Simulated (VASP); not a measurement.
Runs of VASP 6.6.1 on LiF. The structure is that of space group Pmmm (No. 47), or close to it. The cells are those of the table. 

```csv
cell,k mesh,gap on the mesh (eV),moment (μB)
"a = 9.800, b = 9.300, c = 3.406 Å, 2 atoms",1 × 1 × 20,(a),0.00
"a = 9.000, b = 9.300, c = 3.407 Å, 2 atoms",1 × 1 × 18,6.51,0.00
"a = 9.000, b = 9.300, c = 3.409 Å, 2 atoms",1 × 1 × 18,6.51,0.00
"a = 9.000, b = 9.300, c = 3.660 Å, 2 atoms",1 × 1 × 18,6.17,0.00
```

Alike in all rows: task single point; level PBE; potentials or basis VASP PAW PBE potentials, release 64 (Li_sv, F); spin collinear; cutoff (eV) 520; smearing gaussian 0.05 eV.

Problem. Fill in the values left out.

Solution. (a) 6.54.

A k mesh can miss the band edges.
